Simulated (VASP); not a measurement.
Bi, 2 atoms in the cell. The structure is monoclinic, space group P2/m (No. 10). The conventional cell has a = 3.260 Å, b = 3.243 Å, c = 6.487 Å, α = 90.00°, β = 90.72°, γ = 90.00°. Bi (site symmetry m) has 18 Bi at 3.24 to 4.84 Å within 4.9 Å. 

- Program: VASP 6.6.1
- Task: single point
- Functional: PBE0
- Potentials or basis: VASP PAW PBE potentials, release 64 (Bi_d)
- Cutoff: 520 eV
- k mesh: 4 × 4 × 2
- Occupations: fermi-dirac, width 0.05 eV
- Spin: no spin polarisation
- Dipole correction: no
- Grid for exact exchange (PRECFOCK): Normal
- Further INCAR settings: ALGO = Normal; EDIFF = 1e-06; NBANDS = 22
- Share of exact exchange: 0.25

Potentials or basis: VASP PAW PBE potentials, release 64 (Bi_d).

Run with:

```sh
$ cat potpaw_PBE.64/Bi_d/POTCAR > POTCAR
$ cp INCAR.step1 INCAR
$ mpirun -np 1 vasp_std > vasp.out
$ cp INCAR.step2 INCAR
$ mpirun -np 1 vasp_std > vasp.out
```

Hardware: 1 thread of Intel(R) Xeon(R) Platinum 8175M CPU @ 2.50GHz (Skylake/Cascade Lake), on a shared host.

How long does it take, and how much memory?

Run time: 26 min on 1 thread of Intel(R) Xeon(R) Platinum 8175M CPU @ 2.50GHz (Skylake/Cascade Lake), on a shared host, peak memory 0.2 GiB. Counts: k points 18.
